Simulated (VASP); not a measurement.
Input of a VASP 6.6.1 run:

INCAR

```
ALGO = Normal
EDIFF = 1E-6
EDIFFG = -0.02
ENCUT = 520
GGA = PE
IBRION = 2
ISIF = 2
ISMEAR = -1
LASPH = True
LCHARG = False
LREAL = False
LWAVE = False
NELM = 100
NSW = 80
PREC = Accurate
SIGMA = 0.02
```

The input KPOINTS:

```
k-points
0
Gamma
  8 8 5
```

File POSCAR:

```
SnSe2
1.0
    3.8110000000      0.0000000000      0.0000000000
   -1.9055000000      3.3004228138      0.0000000000
    0.0000000000      0.0000000000      6.1360000000
Sn Se
1 2
Direct
    0.0000000000      0.0000000000      0.0000000000
    0.3333333333      0.6666666667      0.2490000000
    0.6666666667      0.3333333333      0.7510000000
```

Potentials or basis: VASP PAW PBE potentials, release 64 (Sn_d, Se).

The run is started by

```console
$ cat potpaw_PBE.64/Sn_d/POTCAR potpaw_PBE.64/Se/POTCAR > POTCAR
$ mpirun -np 1 vasp_std > vasp.out
```

(1) Estimate the band gap on the k mesh.

(2) Predict the energy gained by relaxing.

Answers

(1) 0.59 eV, indirect (least direct gap 1.08 eV).

(2) 20.3 meV/atom.

Caveat: spin-orbit coupling is left out, which moves the levels of the heavy elements.
